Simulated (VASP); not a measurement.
Input of a VASP 6.6.1 run:

Contents of INCAR:

```
SYSTEM = Rh
PREC = Accurate
ENCUT = 520
EDIFF = 1E-6
ISMEAR = 0
SIGMA = 0.15
LREAL = .False.
LASPH = .True.
NELM = 100
ALGO = Normal
ISIF = 2
LWAVE = .False.
LCHARG = .True.
GGA = PS
LELF = .True.
LVHAR = .True.
NBANDS = 14
```

Contents of KPOINTS:

```
regular mesh
0
Gamma
  22 22 22
  0 0 0
```

File POSCAR:

```
Rh
1.0
    0.0000000000      1.8730267500      1.8730267500
    1.8730267500      0.0000000000      1.8730267500
    1.8730267500      1.8730267500      0.0000000000
Rh
1
Direct
    0.0000000000      0.0000000000      0.0000000000
```

Potentials or basis: VASP PAW PBE potentials, release 64 (Rh_pv).

The run is started by

```sh
$ cat potpaw_PBE.64/Rh_pv/POTCAR > POTCAR
$ mpirun -np 1 vasp_std > vasp.out
```

(1) Estimate the pressure.

Results:

(1) 8.6 GPa.

Caveat: the cell differs from its parent crystal (strain -0.015 along x and y, -0.015 along z); the PAW data sets were made with another functional, which shifts forces and pressure a little.
